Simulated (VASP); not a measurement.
A run of VASP 6.6.1 is set up as follows.

File INCAR:

```
ALGO = Normal
EDIFF = 1E-8
ENCUT = 600
GGA = PS
IBRION = 6
ISIF = 3
ISMEAR = -1
LASPH = T
LCHARG = F
LREAL = F
LWAVE = F
NELM = 100
NFREE = 2
NSW = 1
POTIM = 0.015
PREC = Accurate
SIGMA = 0.05
```

The input KPOINTS:

```
k-points
0
Gamma
  10 10 10
```

POSCAR

```
BN
1.0
    0.0000000000      1.8130010000      1.8130010000
    1.8130010000      0.0000000000      1.8130010000
    1.8130010000      1.8130010000      0.0000000000
N B
1 1
Direct
    0.2500000000      0.2500000000      0.2500000000
    0.0000000000      0.0000000000      0.0000000000
```

Potentials or basis: VASP PAW PBE potentials, release 64 (N, B).

The run is started by

```bash
$ cat potpaw_PBE.64/N/POTCAR potpaw_PBE.64/B/POTCAR > POTCAR
$ mpirun -np 1 vasp_std > vasp.out
```

Task: What does it give for the elastic constants C11, C12, C44?

Result: 770, 171, 440 GPa.

Task: Predict the Voigt bulk modulus.

Result: 371 GPa.

Task: What does it give for the highest phonon frequency at Γ, LO-TO splitting left out?

Result: 1029 cm⁻¹.

Clamped-ion elastic tensor (GPa):
```
770 171 171   0   0   0
171 770 171   0   0   0
171 171 770   0   0   0
  0   0   0 442   0   0
  0   0   0   0 442   0
  0   0   0   0   0 442
```

Caveat: the cell is under stress, which shifts elastic constants; the PAW data sets were made with another functional, which shifts forces and pressure a little.
